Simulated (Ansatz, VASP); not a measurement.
**One calculation of La3Hf, two programs**

File INCAR:

```
PREC     = Accurate       # precision mode
ENCUT    = 600            # plane-wave cutoff, eV
EDIFF    = 1E-6           # SCF threshold, eV
ISMEAR   = -1             # smearing method
SIGMA    = 0.05           # smearing width, eV
LREAL    = False          # projectors in reciprocal space
LASPH    = True           # aspherical terms in the spheres
NELM     = 80             # most SCF steps
ALGO     = Normal         # electronic algorithm
ISIF     = 3              # what is computed and relaxed
LWAVE    = False          # write WAVECAR
LCHARG   = False          # write CHGCAR
GGA      = B5             # functional
ALDAX    = 1.0          
AGGAX    = 1.0          
AGGAC    = 1.0          
ALDAC    = 0.0          
IBRION   = 2              # ionic algorithm
NSW      = 60             # ionic steps
EDIFFG   = -0.01          # ionic threshold
```

File KPOINTS:

```
regular mesh
0
Gamma
  5 5 5
```

POSCAR

```
La3Hf
1.0
    5.0451320000      0.0000000000      0.0000000000
    0.0000000000      5.0451320000      0.0000000000
    0.0000000000      0.0000000000      5.0451320000
Hf La
1 3
Direct
    0.0000000000      0.0000000000      0.0000000000
    0.5000000000      0.5000000000      0.0000000000
    0.5000000000      0.0000000000      0.5000000000
    0.0000000000      0.5000000000      0.5000000000
```

Contents of input.yaml:

```yaml
crystal:
  lattice:
    - [5.045132, 0.0, 0.0]
    - [0.0, 5.045132, 0.0]
    - [0.0, 0.0, 5.045132]
  atoms:
    - { symbol: Hf, position: [0.0, 0.0, 0.0] }
    - { symbol: La, position: [0.5, 0.5, 0.0] }
    - { symbol: La, position: [0.5, 0.0, 0.5] }
    - { symbol: La, position: [0.0, 0.5, 0.5] }
hamiltonian:
  xc: blyp
  pseudopotentials: { kind: paw }
kpoints:
  mp_grid: { grid: [5, 5, 5] }
scf:
  occupations: { method: fermi_dirac, width: 0.05 }
output:
  forces: true
  stress: true
  eigenvalues: true
relax:
  f_tol: 0.01
  max_steps: 40
  cell: { stress_tol: 0.05 }
```

Alike in both runs: task relaxation of cell and atoms; functional BLYP; k mesh 5 × 5 × 5; occupations fermi-dirac, width 0.05 eV; no spin polarisation.

|  | VASP | Ansatz |
| --- | --- | --- |
| version | VASP 6.6.1 | Ansatz 0.2.0 |
| potentials or method | VASP PAW PBE potentials, release 64 (Hf_pv, La) | Ansatz PAW |
| plane-wave cutoff (eV) | 600 | 420 |
| valence electrons in the cell | 43 | 59 |

VASP gave:

```
gap on the k mesh at the Fermi level, each at its own relaxed structure (eV) : none
relaxed volume (Å³/atom)                                                     : 34.29
relaxed length of the cell vector where the two differ most in proportion (Å)              : 5.157
```

**Question.** What did Ansatz give for the same quantities?

**Answer.** gap on the k mesh at the Fermi level, each at its own relaxed structure (eV): none; relaxed volume (Å³/atom): 34.37; relaxed length of the cell vector where the two differ most in proportion (Å): 5.161.

VASP's potentials were made for PBE, not for BLYP. A gap of «none» marks a metal or a gap that the smearing closes. VASP's potentials hold 43 valence electrons a cell and Ansatz's 59, so a difference there can come from the potentials and not from the codes.

Spin-orbit coupling is off throughout. Noted on Ansatz's run: the plane-wave basis is chosen anew once the cell has moved, so the energies of steps on either side of that aren't comparable.
